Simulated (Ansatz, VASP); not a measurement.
TaN in VASP and in Ansatz

```
Ta N
1.0
     0.00000    2.25967    2.10499
     2.25967    0.00000    2.10499
     2.25967    2.25967    0.00000
Ta N
1 1
Direct
  0.49683 0.50317 0.50317
  0.04092 0.95908 0.95908
```

Change from the starting cell: mode 4 frozen in at -0.181 Å, strain +e along z and -e/2 along x and y -0.0467.

Alike in both runs: task single point; functional PBE; k mesh 18 × 18 × 18; occupations gaussian, width 0.15 eV; no spin polarisation.

|  | VASP | Ansatz |
| --- | --- | --- |
| version | VASP 6.6.1 | Ansatz 0.2.0 |
| potentials or method | VASP PAW PBE potentials, release 64 (Ta_pv, N), cutoff 520 eV | scalar-relativistic, plane waves, PAW |
| valence electrons in the cell | 16 | 18 |

|  | VASP | Ansatz | Ansatz less VASP |
| --- | --- | --- | --- |
| gap on the k mesh at the Fermi level (eV) | none | none | - |
| pressure (GPa) | 10.7 | 9.7 | -1.05 |
| traceless stress, the component that is largest in VASP (GPa) | 22.88 | 22.68 | -0.202 |
| rms of the force components (eV/Å) | 0.703 | 0.698 | -0.0042 |

Atom by atom the forces differ by 0.004 eV/Å (rms over components). A gap of «none» marks a metal or a gap that the smearing closes. VASP's potentials hold 16 valence electrons a cell and Ansatz's 18, so a difference there can come from the potentials and not from the codes.

Neither program's run includes spin-orbit coupling.
